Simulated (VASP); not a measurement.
# Ti3Se in VASP: further runs, part 2 of 2

VASP 6.6.1. Earlier steps stand in the parts before.

### Step 3. Single point, LDA

This run uses another cell than the first one, of 16.53 Å³/atom, 0.940 times its volume.

INCAR reads:

```
PREC = Accurate ; ENCUT = 520
EDIFF = 1E-6 ; ISMEAR = -1
SIGMA = 0.05 ; LREAL = False
LASPH = True ; NELM = 60
ALGO = Normal ; ISIF = 2
LWAVE = False ; LCHARG = False
NBANDS = 29
```

KPOINTS reads:

```
regular mesh
0
Gamma
  10 10 4
```

POSCAR reads:

```
Ti3Se
1.0
    3.1321732920      0.0000000000      0.0000000000
   -1.5660866460      2.7125416399      0.0000000000
    0.0000000000      0.0000000000      7.7806026671
Se Ti
1 3
Direct
    0.0000000000      0.0000000000      0.0000000000
    0.6666666667      0.3333333333      0.5000000000
    0.3333333333      0.6666666667      0.7729020000
    0.3333333333      0.6666666667      0.2270980000
```

Potentials or basis: VASP PAW LDA potentials, release 64 (Se, Ti_sv).

Started as:

```sh
> cat potpaw_LDA.64/Se/POTCAR potpaw_LDA.64/Ti_sv/POTCAR > POTCAR
> mpirun -np 1 vasp_std > vasp.out
```

OUTCAR:

```text
PREC = Accurate
   ENCUT = 520
   EDIFF = 1E-6
   ISMEAR = -1
   LREAL = False
   LASPH = True
   NELM = 60
   ISIF = 2

 ion  position               nearest neighbor table
   1  0.000  0.000  0.000-   3 2.53   4 2.53   3 2.53   4 2.53   3 2.53   4 2.53
   2  0.667  0.333  0.500-   3 2.79   4 2.79   3 2.79   4 2.79   3 2.79   4 2.79
   3  0.333  0.667  0.773-   1 2.53   1 2.53   1 2.53   2 2.79   2 2.79   2 2.79
   4  0.333  0.667  0.227-   1 2.53   1 2.53   1 2.53   2 2.79   2 2.79   2 2.79

  LATTYP: Found a hexagonal cell.
 ALAT       =     3.1321732920
 C/A-ratio  =     2.4840907388
[... 966 lines left out ...]
  --------------------------------------------------------------------------------------
  -------------------------------------------------------------------------------------
  Total       -0.2597526     -0.2597526     -0.4184452      0.0000000     -0.0000000      0.0000000
  in kB       -6.2955702     -6.2955702    -10.1417690      0.0000000     -0.0000000      0.0000000
  external PRESSURE =      -7.5776365 kB  Pullay stress =       0.0000000 kB

 VOLUME and BASIS-vectors are now :
 -----------------------------------------------------------------------------
  energy-cutoff  :      520.00
  volume of cell :       66.11
      direct lattice vectors                 reciprocal lattice vectors
     3.132173292  0.000000000  0.000000000     0.319267137  0.184328968  0.000000000
    -1.566086646  2.712541640  0.000000000     0.000000000  0.368657935  0.000000000
     0.000000000  0.000000000  7.780602667     0.000000000  0.000000000  0.128524748

 POSITION                                       TOTAL-FORCE (eV/Angst)
 -----------------------------------------------------------------------------------
      0.00000      0.00000      0.00000         0.000000     -0.000000      0.000000
      1.56609      0.90418      3.89030        -0.000000      0.000000      0.000000
     -0.00000      1.80836      6.01364        -0.000000      0.000000     -0.126645
     -0.00000      1.80836      1.76696        -0.000000     -0.000000      0.126645
 -----------------------------------------------------------------------------------
    total drift:                                0.000000     -0.000000     -0.000000

  FREE ENERGIE OF THE ION-ELECTRON SYSTEM (eV)
  ---------------------------------------------------
  free  energy   TOTEN  =       -31.9319048742 eV

  energy  without entropy=      -31.9098702683  energy(sigma->0) =      -31.92088757
```

Run time: 30 s. Hardware: 1 thread of Intel Xeon 6975P-C (Granite Rapids), shared host; peak memory 0.19 GiB.

Results:

```yaml
Free_energy: -31.9319 eV
Pressure: -0.8 GPa
Largest_force: 0.127 eV/Å
Band_gap_on_the_k_mesh: zero (band 21 reaches 8.96 eV, above the bottom of band 22 at 8.41 eV)
```

Forces in eV/Å, atoms in the order of the input:
```
Se   0.000  0.000  0.000
Ti   0.000  0.000  0.000
Ti   0.000  0.000 -0.127
Ti   0.000  0.000  0.127
```

Stress tensor (GPa, compression positive):
```
-0.63  0.00  0.00
 0.00 -0.63  0.00
 0.00  0.00 -1.01
```

### Step 4. Single point, LDA

This run uses another cell than the first one, of 16.88 Å³/atom, 0.960 times its volume.

INCAR reads:

```
PREC = Accurate
ENCUT = 520
EDIFF = 1E-6
ISMEAR = -1
SIGMA = 0.05
LREAL = F
LASPH = T
NELM = 80
ALGO = Normal
ISIF = 2
LWAVE = F
LCHARG = T
GGA = CA
LELF = T
LVHAR = T
NBANDS = 29
```

KPOINTS reads:

```
Automatic mesh
0
Gamma
  10 10 4
```

POSCAR reads:

```
Ti3Se
1.0
    3.1542315771      0.0000000000      0.0000000000
   -1.5771157886      2.7316446752      0.0000000000
    0.0000000000      0.0000000000      7.8353974489
Se Ti
1 3
Direct
    0.0000000000      0.0000000000      0.0000000000
    0.6666666667      0.3333333333      0.5000000000
    0.3333333333      0.6666666667      0.7729020000
    0.3333333333      0.6666666667      0.2270980000
```

Started as:

```sh
> cat potpaw_LDA.64/Se/POTCAR potpaw_LDA.64/Ti_sv/POTCAR > POTCAR
> mpirun -np 1 vasp_std > vasp.out
```

Wall time 30 s (1 thread of Intel Xeon 6975P-C (Granite Rapids), shared host); peak memory 0.19 GiB.

Results (log left out):

| Quantity | Value |
| --- | --- |
| Free energy | -31.9142 eV |
| Pressure | -3.4 GPa |
| Largest force | 0.048 eV/Å |
| Band gap on the k mesh | zero (band 21 reaches 8.72 eV, above the bottom of band 22 at 8.18 eV) |

Forces on the atoms (eV/Å):
```
Se   0.000  0.000  0.000
Ti   0.000  0.000  0.000
Ti   0.000  0.000 -0.048
Ti   0.000  0.000  0.048
```

Stress tensor (GPa, compression positive):
```
-3.09  0.00  0.00
 0.00 -3.09  0.00
 0.00  0.00 -3.87
```

Levels at points of the mesh, in eV from the Fermi level:
| k point | band 17 | band 18 | band 19 | band 20 | band 21 | band 22 | band 23 | band 24 | band 25 | band 26 |
| --- | --- | --- | --- | --- | --- | --- | --- | --- | --- | --- |
| (0.00, 0.00, 0.00) | -1.32 | -1.32 | -0.03 | 0.15 | 0.15 | 0.29 | 0.29 | 1.03 | 1.10 | 1.46 |
| (0.50, 0.00, 0.00) | -2.15 | -1.86 | -1.62 | -0.56 | -0.42 | 0.18 | 0.86 | 0.91 | 2.42 | 2.61 |
| (0.00, 0.00, 0.50) | -1.40 | -1.40 | -0.62 | 0.39 | 0.39 | 0.62 | 0.62 | 0.68 | 1.04 | 1.04 |
| (0.50, 0.00, 0.50) | -2.09 | -1.62 | -1.52 | -0.89 | -0.87 | 0.68 | 0.89 | 1.04 | 1.29 | 2.64 |

### Step 5. Single point, LDA

INCAR reads:

```
PREC = Accurate ; ENCUT = 520
EDIFF = 1E-7 ; ISMEAR = -1
SIGMA = 0.05 ; LREAL = F
LASPH = T ; NELM = 80
ALGO = Normal ; ISIF = 2
LWAVE = F ; LCHARG = F
GGA = CA ; NBANDS = 29
```

KPOINTS reads:

```
regular mesh
0
Gamma
  10 10 4
```

POSCAR reads:

```
Ti3Se
1.0
    3.1974455988      0.0000000000      0.0000000000
   -1.5987227994      2.7690691158      0.0000000000
    0.0000000000      0.0000000000      7.9427450000
Se Ti
1 3
Direct
    0.0000000000      0.0000000000      0.0000000000
    0.6666666667      0.3333333333      0.5000000000
    0.3333333333      0.6666666667      0.7729020000
    0.3333333333      0.6666666667      0.2270980000
```

Started as:

```sh
> cat potpaw_LDA.64/Se/POTCAR potpaw_LDA.64/Ti_sv/POTCAR > POTCAR
> mpirun -np 1 vasp_std > vasp.out
```

Run time: 32 s. Hardware: 1 thread of Intel Xeon 6975P-C (Granite Rapids), shared host; peak memory 0.19 GiB.

Results (log left out):

* Free energy: -31.8161 eV
* Pressure: -7.8 GPa
* Largest force: 0.085 eV/Å
* Band gap on the k mesh: zero (band 21 reaches 8.26 eV, above the bottom of band 22 at 7.73 eV)

Forces in eV/Å, atoms in the order of the input:
```
Se   0.000  0.000  0.000
Ti   0.000  0.000  0.000
Ti   0.000  0.000  0.085
Ti   0.000  0.000 -0.085
```

Stress tensor (GPa, compression positive):
```
-7.26  0.00  0.00
 0.00 -7.26  0.00
 0.00  0.00 -8.75
```

Levels at points of the mesh, in eV from the Fermi level:
| k point | band 18 | band 19 | band 20 | band 21 | band 22 | band 23 | band 24 | band 25 |
| --- | --- | --- | --- | --- | --- | --- | --- | --- |
| (0.00, 0.00, 0.00) | -1.31 | -0.09 | 0.15 | 0.15 | 0.29 | 0.29 | 0.95 | 1.06 |
| (0.50, 0.00, 0.00) | -1.77 | -1.54 | -0.59 | -0.41 | 0.18 | 0.84 | 0.84 | 2.29 |
| (0.00, 0.00, 0.50) | -1.39 | -0.61 | 0.38 | 0.38 | 0.60 | 0.60 | 0.60 | 0.99 |
| (0.50, 0.00, 0.50) | -1.54 | -1.47 | -0.86 | -0.84 | 0.61 | 0.84 | 0.99 | 1.23 |

### Step 6. Single point, LDA

This run uses another cell than the first one, of 17.93 Å³/atom, 1.020 times its volume.

INCAR reads:

```
SYSTEM = Ti3Se
PREC     = Accurate       ! precision mode
ENCUT    = 520            ! plane-wave cutoff, eV
EDIFF    = 1E-6           ! SCF threshold, eV
ISMEAR   = -1             ! smearing method
SIGMA    = 0.05           ! smearing width, eV
LREAL    = .False.        ! projectors in reciprocal space
LASPH    = .True.         ! aspherical terms in the spheres
NELM     = 100            ! most SCF steps
ALGO     = Normal         ! electronic algorithm
ISIF     = 2              ! what is computed and relaxed
LWAVE    = .False.        ! write WAVECAR
LCHARG   = .True.         ! write CHGCAR
GGA      = CA             ! functional
LELF     = .True.         ! ELF
LVHAR    = .True.       
NBANDS   = 29             ! bands
```

KPOINTS reads:

```
Automatic mesh
0
Gamma
  10 10 4
  0 0 0
```

POSCAR reads:

```
Ti3Se
1.0
    3.2186213523      0.0000000000      0.0000000000
   -1.6093106762      2.7874078563      0.0000000000
    0.0000000000      0.0000000000      7.9953474932
Se Ti
1 3
Direct
    0.0000000000      0.0000000000      0.0000000000
    0.6666666667      0.3333333333      0.5000000000
    0.3333333333      0.6666666667      0.7729020000
    0.3333333333      0.6666666667      0.2270980000
```

Potentials or basis: VASP PAW LDA potentials, release 64 (Se, Ti_sv).

Started as:

```sh
> cat potpaw_LDA.64/Se/POTCAR potpaw_LDA.64/Ti_sv/POTCAR > POTCAR
> mpirun -np 1 vasp_std > vasp.out
```

It took 31 s on 1 thread of Intel Xeon 6975P-C (Granite Rapids), shared host; peak memory 0.2 GiB.

The run converged. Its results:

- Free energy: -31.7400 eV
- Pressure: -9.6 GPa
- Largest force: 0.141 eV/Å
- Band gap on the k mesh: zero (band 21 reaches 8.04 eV, above the bottom of band 22 at 7.52 eV)

Forces on the atoms (eV/Å):
```
Se   0.000  0.000  0.000
Ti   0.000  0.000  0.000
Ti   0.000  0.000  0.141
Ti   0.000  0.000 -0.141
```

Stress tensor (GPa, compression positive):
```
 -9.03   0.00   0.00
  0.00  -9.03   0.00
  0.00   0.00 -10.83
```

Levels at points of the mesh, in eV from the Fermi level:
```tsv
k point	band 18	band 19	band 20	band 21	band 22	band 23	band 24	band 25
(0.00, 0.00, 0.00)	-1.31	-0.12	0.15	0.15	0.29	0.29	0.92	1.04
(0.50, 0.00, 0.00)	-1.73	-1.51	-0.60	-0.41	0.18	0.80	0.82	2.23
(0.00, 0.00, 0.50)	-1.38	-0.60	0.37	0.37	0.57	0.59	0.59	0.97
(0.50, 0.00, 0.50)	-1.50	-1.44	-0.85	-0.82	0.58	0.82	0.96	1.20
```

### Step 7. Overview

```csv
level,potentials or basis,cell,gap on the mesh (eV),pressure (GPa),largest force (eV/Å)
PBEsol,"VASP PAW PBE potentials, release 64 (Se, Ti_sv)","a = 3.197, b = 3.197, c = 7.943 Å, angles 90.0, 90.0, 120.0°, 4 atoms",none,-3.8,0.39
LDA,"VASP PAW LDA potentials, release 64 (Se, Ti_sv)","a = 3.132, b = 3.132, c = 7.781 Å, angles 90.0, 90.0, 120.0°, 4 atoms",none,-0.8,0.13
LDA,"VASP PAW LDA potentials, release 64 (Se, Ti_sv)","a = 3.154, b = 3.154, c = 7.835 Å, angles 90.0, 90.0, 120.0°, 4 atoms",none,-3.4,0.05
LDA,"VASP PAW LDA potentials, release 64 (Se, Ti_sv)","a = 3.197, b = 3.197, c = 7.943 Å, angles 90.0, 90.0, 120.0°, 4 atoms",none,-7.8,0.09
LDA,"VASP PAW LDA potentials, release 64 (Se, Ti_sv)","a = 3.219, b = 3.219, c = 7.995 Å, angles 90.0, 90.0, 120.0°, 4 atoms",none,-9.6,0.14
```

Some of these runs hold the atoms at other places in the same cell, which the table doesn't show; runs alike in all that it shows share one row.

Alike in all rows: task single point; no spin polarisation; k mesh 10 × 10 × 4; cutoff (eV) 520; smearing fermi-dirac 0.05 eV.

Caveats: the PAW data sets were made with another functional, which shifts forces and pressure a little (some runs).

Absolute energies hang on the potentials; compare differences alone.
